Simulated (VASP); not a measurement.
Mg8O9 (a cell with a defect), 17 atoms in the cell. The cell holds a defect, 17 atoms: a = 5.452 Å, b = 5.452 Å, c = 5.452 Å, α = 60.00°, β = 60.00°, γ = 60.00°. 

| Item | Value |
| --- | --- |
| Program | VASP 6.6.1 |
| Task | single point |
| Functional | PBE |
| Potentials or basis | VASP PAW PBE potentials, release 64 (Mg, O) |
| Cutoff | 520 eV |
| k mesh | 2 × 2 × 2 |
| Occupations | fermi-dirac, width 0.05 eV |
| Spin | collinear spin |
| Starting moments | [0.0, 0.0, 0.0, 0.0, 0.0, 0.0, 0.0, 0.0, 0.0, 0.0, 0.33, 0.33, 0.0, 0.0, 0.0, 0.33, 0.72] μB |
| Dipole correction | no |
| Further INCAR settings | LREAL = Auto; ALGO = Normal; EDIFF = 1e-06; NBANDS = 53 |

Potentials or basis: VASP PAW PBE potentials, release 64 (Mg, O).

Run with:

```sh
$ cat potpaw_PBE.64/Mg/POTCAR potpaw_PBE.64/O/POTCAR > POTCAR
$ mpirun -np 1 vasp_std > vasp.out
```

Hardware: 1 thread of AMD EPYC 9R45 96-Core Processor (Zen 5), with other jobs on the host.

Question: Estimate the wall time of this run.

Answer: Run time: 110 s on 1 thread of AMD EPYC 9R45 96-Core Processor (Zen 5) (shared host), peak memory 0.3 GiB. Counts: scf iterations 15, k points 8.
